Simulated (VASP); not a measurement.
The system is CdS.

```xyz
4
Lattice="3.8410 0.0000 0.0000 -1.9205 3.3264 0.0000 0.0000 0.0000 6.4453" Properties=species:S:1:pos:R:3 pbc="T T T"
Cd    0.0000    0.0000    0.0000
Cd    0.0000    0.0000    3.2226
S     0.0000    2.2176    1.6113
S     1.9205    1.1088    4.8340
```

Base run:

* Program: VASP 6.6.1
* Functional: r2SCAN
* Potentials or basis: VASP PAW PBE potentials, release 64 (Cd, S)
* Cutoff: 520 eV
* k mesh: 6 × 6 × 4
* Occupations: gaussian, width 0.01 eV
* Spin: no spin polarisation

Its results: band gap on the k mesh 1.24 eV, direct; pressure 0.5 GPa.

Question: The run is repeated on the same cell with these changes: functional from r2SCAN to PBE; further incar settings from ALGO = Normal; EDIFF = 1e-06; NBANDS = 26 to ALGO = Normal; EDIFF = 1e-07; NBANDS = 26. What comes out?

Answer: Band gap on the k mesh 0.63 eV, direct; pressure 2.2 GPa.

Caveats: the PAW data sets were made with another functional, which shifts forces and pressure a little (some runs).

A k mesh can miss the band edges.
